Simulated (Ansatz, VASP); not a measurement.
## Two plane-wave programs on SiNi

The input INCAR:

```
ALGO = Normal
EDIFF = 1E-6
ENCUT = 690
GGA = PS
GGA_COMPAT = F
ISIF = 2
ISMEAR = -1
ISPIN = 2
LASPH = T
LCHARG = T
LDAU = T
LDAUJ = 0 0
LDAUL = 2 -1
LDAUPRINT = 1
LDAUTYPE = 2
LDAUU = 6 0
LELF = T
LMAXMIX = 4
LORBIT = 11
LREAL = F
LVHAR = T
LWAVE = F
MAGMOM = 1 1 1 1 0 0 0 0
NBANDS = 58
NELM = 200
PREC = Accurate
SIGMA = 0.05
```

The input KPOINTS:

```
k-points
0
Gamma
  6 6 6
```

Contents of POSCAR:

```
SiNi
1.0
    4.5036940000      0.0000000000      0.0000000000
    0.0000000000      4.5036940000      0.0000000000
    0.0000000000      0.0000000000      4.5036940000
Ni Si
4 4
Direct
    0.1495040000      0.1495040000      0.1495040000
    0.6495040000      0.3504960000      0.8504960000
    0.8504960000      0.6495040000      0.3504960000
    0.3504960000      0.8504960000      0.6495040000
    0.8468300000      0.8468300000      0.8468300000
    0.3468300000      0.6531700000      0.1531700000
    0.1531700000      0.3468300000      0.6531700000
    0.6531700000      0.1531700000      0.3468300000
```

Contents of input.yaml:

```yaml
crystal:
  lattice:
    - [4.503694, 0.0, 0.0]
    - [0.0, 4.503694, 0.0]
    - [0.0, 0.0, 4.503694]
  atoms:
    - { symbol: Ni, position: [0.149504, 0.149504, 0.149504], spin: 1.0 }
    - { symbol: Ni, position: [0.649504, 0.350496, 0.850496], spin: 1.0 }
    - { symbol: Ni, position: [0.850496, 0.649504, 0.350496], spin: 1.0 }
    - { symbol: Ni, position: [0.350496, 0.850496, 0.649504], spin: 1.0 }
    - { symbol: Si, position: [0.84683, 0.84683, 0.84683] }
    - { symbol: Si, position: [0.34683, 0.65317, 0.15317] }
    - { symbol: Si, position: [0.15317, 0.34683, 0.65317] }
    - { symbol: Si, position: [0.65317, 0.15317, 0.34683] }
hamiltonian:
  xc: pbesol
  pseudopotentials: { kind: paw }
  hubbard: { sites: [{ species: Ni, l: d, u_eff: 6.0 }] }
magnetization:
  spin_polarized: true
kpoints:
  mp_grid: { grid: [6, 6, 6] }
  band_path:
    path:
      - [[0.0, 0.0, 0.0], [0.0, 0.5, 0.0], [0.5, 0.5, 0.0], [0.0, 0.0, 0.0], [0.5, 0.5, 0.5], [0.0, 0.5, 0.0]]
      - [[0.5, 0.5, 0.0], [0.5, 0.5, 0.5]]
    npoints: 10
scf:
  occupations: { method: fermi_dirac, width: 0.05 }
  n_extra_bands: 20
output:
  forces: true
  stress: true
  eigenvalues: true
  fatbands: false
```

Alike in both runs: functional PBEsol; k mesh 6 × 6 × 6; occupations fermi-dirac, width 0.05 eV; collinear spin; Hubbard terms Ni d U = 6.0 eV.

|  | VASP | Ansatz |
| --- | --- | --- |
| version | VASP 6.6.1 | Ansatz 0.2.0 |
| potentials or method | VASP PAW PBE potentials, release 64 (Ni_sv_GW, Si) | Ansatz PAW |
| plane-wave cutoff (eV) | 690 | 420 |
| valence electrons in the cell | 88 | 88 |
| task | single point | band structure |

|  | VASP | Ansatz | Ansatz less VASP |
| --- | --- | --- | --- |
| gap on the k mesh at the Fermi level (eV) | none | none | - |
| pressure (GPa) | -7.9 | -5.7 | +2.13 |
| rms of the force components (eV/Å) | 0.053 | 0.053 | +0.0005 |
| net moment per atom (μB) | 0.00 | 0.00 | 0.000 |

VASP's potentials were made for PBE, not for PBEsol. The programs project onto different local orbitals, so the same U acts differently, and such runs can settle in different states. Atom by atom the forces differ by 0.023 eV/Å (rms over components). A gap of «none» marks a metal or a gap that the smearing closes.

Noted on Ansatz's run: the magnetic or orbital state may not be the lowest.
